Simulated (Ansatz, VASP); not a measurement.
# Two plane-wave programs on SbTePd

POSCAR

```
SbTePd
1.0
    6.6396808900      0.0000000000      0.0000000000
    0.0000000000      6.6396808900      0.0000000000
    0.0000000000      0.0000000000      6.6396808900
Pd Sb Te
4 4 4
Direct
    0.9980200000      0.9980200000      0.9980200000
    0.5019800000      0.0019800000      0.4980200000
    0.4980200000      0.5019800000      0.0019800000
    0.0019800000      0.4980200000      0.5019800000
    0.6270900000      0.6270900000      0.6270900000
    0.8729100000      0.3729100000      0.1270900000
    0.1270900000      0.8729100000      0.3729100000
    0.3729100000      0.1270900000      0.8729100000
    0.3727800000      0.3727800000      0.3727800000
    0.1272200000      0.6272200000      0.8727800000
    0.8727800000      0.1272200000      0.6272200000
    0.6272200000      0.8727800000      0.1272200000
```

INCAR.step1

```
SYSTEM = SbTePd
PREC     = Accurate       ! precision mode
ENCUT    = 520            ! plane-wave cutoff, eV
ISMEAR   = -1             ! smearing method
SIGMA    = 0.0514         ! smearing width, eV
LREAL    = .FALSE.        ! projectors in reciprocal space
LASPH    = .TRUE.         ! aspherical terms in the spheres
NELM     = 60             ! most SCF steps
NBANDS   = 54             ! bands
GGA      = PE             ! functional
ALGO     = Normal         ! electronic algorithm
EDIFF    = 1E-4           ! SCF threshold, eV
LWAVE    = .TRUE.         ! write WAVECAR
LCHARG   = .FALSE.        ! write CHGCAR
```

INCAR.step2

```
SYSTEM = SbTePd
PREC     = Accurate       ! precision mode
ENCUT    = 520            ! plane-wave cutoff, eV
EDIFF    = 1E-6           ! SCF threshold, eV
ISMEAR   = -1             ! smearing method
SIGMA    = 0.0514         ! smearing width, eV
LREAL    = .FALSE.        ! projectors in reciprocal space
LASPH    = .TRUE.         ! aspherical terms in the spheres
NELM     = 60             ! most SCF steps
ALGO     = Normal         ! electronic algorithm
ISIF     = 2              ! what is computed and relaxed
LWAVE    = .FALSE.        ! write WAVECAR
LCHARG   = .FALSE.        ! write CHGCAR
METAGGA  = R2SCAN         ! meta-GGA
LMIXTAU  = .TRUE.       
NBANDS   = 54             ! bands
ISTART   = 1
```

File KPOINTS:

```
regular mesh
0
G
  5 5 5
  0 0 0
```

Input for Ansatz:

```yaml
crystal:
  lattice:
    - [6.63968089, 0.0, 0.0]
    - [0.0, 6.63968089, 0.0]
    - [0.0, 0.0, 6.63968089]
  atoms:
    - { symbol: Pd, position: [0.99802, 0.99802, 0.99802] }
    - { symbol: Pd, position: [0.50198, 0.00198, 0.49802] }
    - { symbol: Pd, position: [0.49802, 0.50198, 0.00198] }
    - { symbol: Pd, position: [0.00198, 0.49802, 0.50198] }
    - { symbol: Sb, position: [0.62709, 0.62709, 0.62709] }
    - { symbol: Sb, position: [0.87291, 0.37291, 0.12709] }
    - { symbol: Sb, position: [0.12709, 0.87291, 0.37291] }
    - { symbol: Sb, position: [0.37291, 0.12709, 0.87291] }
    - { symbol: Te, position: [0.37278, 0.37278, 0.37278] }
    - { symbol: Te, position: [0.12722, 0.62722, 0.87278] }
    - { symbol: Te, position: [0.87278, 0.12722, 0.62722] }
    - { symbol: Te, position: [0.62722, 0.87278, 0.12722] }
  symmetry: { tolerance: 0.0003 }
kpoints:
  mp_grid: { grid: [5, 5, 5], shift: [0, 0, 0] }
  band_path:
    path:
      - [0.0, 0.0, 0.0]
      - [0.0, 0.5, 0.0]
      - [0.5, 0.5, 0.0]
      - [0.0, 0.0, 0.0]
      - [0.5, 0.5, 0.5]
      - [0.0, 0.5, 0.0]
      - [0.5, 0.5, 0.5]
      - [0.5, 0.5, 0.0]
      - [0.5, 0.0, 0.0]
    npoints: 7
magnetization:
  spin_polarized: false
scf:
  occupations: { method: fermi_dirac, width: 0.0514 }
  lower_state_search: "off"
  max_iter: 200
hamiltonian:
  pseudopotentials: { kind: paw }
  xc: r2scan
basis:
  ecutwfc: 500
  fft_grid_basis: typed
output:
  forces: true
  stress: true
  eigenvalues: true
  bader: true
  populations: true
  elf: true
  write_potential: true
  volumetric_format: npy
  dos:
    e_range: [-12, 8]
    de: 0.05
    projected: { site_lists: { Pd: [Pd], Sb: [Sb], Te: [Te] } }
checkpoint:
  read: saved_state
```

Alike in both runs: task single point; functional r2SCAN; k mesh 5 × 5 × 5; occupations fermi-dirac, width 0.0514 eV; no spin polarisation.

```csv
,VASP,Ansatz
version,VASP 6.6.1,Ansatz 0.2.0
potentials or method,"VASP PAW PBE potentials, release 64 (Pd, Sb, Te), cutoff 520 eV",PAW plane waves
valence electrons in the cell,84,196
```

Ansatz gave:

```
pressure (GPa)                     : -1.4
rms of the force components (eV/Å) : 0.201
```

**Question.** What did VASP give for the same quantities?

**Answer.** Pressure (GPa): -1.4; rms of the force components (eV/Å): 0.198.

VASP's potentials were made for PBE, not for r2SCAN. Atom by atom the forces differ by 0.007 eV/Å (rms over components). VASP's potentials hold 84 valence electrons a cell and Ansatz's 196, so a difference there can come from the potentials and not from the codes.

Spin-orbit coupling is off throughout.
